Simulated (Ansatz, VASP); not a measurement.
# BeS in VASP and in Ansatz

```xyz
16
Lattice="10.5755 0.0000 0.0000 0.0000 10.5755 0.0000 0.0000 0.0000 3.4100" Properties=species:S:1:pos:R:3 pbc="T T T"
Be    6.1080    6.7303    0.0000
Be    9.1330    9.7553    1.7050
Be    4.4675    3.8452    0.0000
Be    1.4425    0.8203    1.7050
Be    6.7303    4.4675    1.7050
Be    9.7553    1.4425    0.0000
Be    3.8452    6.1080    1.7050
Be    0.8203    9.1330    0.0000
S     0.0229    8.3687    1.7050
S     3.0809    5.3107    0.0000
S    10.5526    2.2068    1.7050
S     7.4946    5.2648    0.0000
S     2.2068    0.0229    0.0000
S     5.2648    3.0809    1.7050
S     8.3687   10.5526    0.0000
S     5.3107    7.4946    1.7050
```

Alike in both runs: functional PBE; k mesh 4 × 4 × 6; occupations gaussian, width 0.1 eV; no spin polarisation.

Ansatz relaxed the structure, and its values are those at the end. VASP's run is a single point on that final structure, the one shown.

|  | VASP | Ansatz |
| --- | --- | --- |
| version | VASP 6.6.1 | Ansatz 0.2.0 |
| potentials or method | VASP PAW PBE potentials, release 64 (Be, S), cutoff 520 eV | scalar-relativistic, plane waves, PAW |
| valence electrons in the cell | 64 | 64 |

Ansatz gave:

| Property | Result |
| --- | --- |
| gap on the k mesh at the Fermi level (eV) | 3.50 |
| least direct gap on the mesh (eV) | 3.50 |
| pressure (GPa) | 0.1 |
| rms of the force components (eV/Å) | 0.001 |

Problem. What did VASP give for the same quantities?

Solution. gap on the k mesh at the Fermi level (eV): 3.50; least direct gap on the mesh (eV): 3.50; pressure (GPa): 0.0; rms of the force components (eV/Å): 0.004.
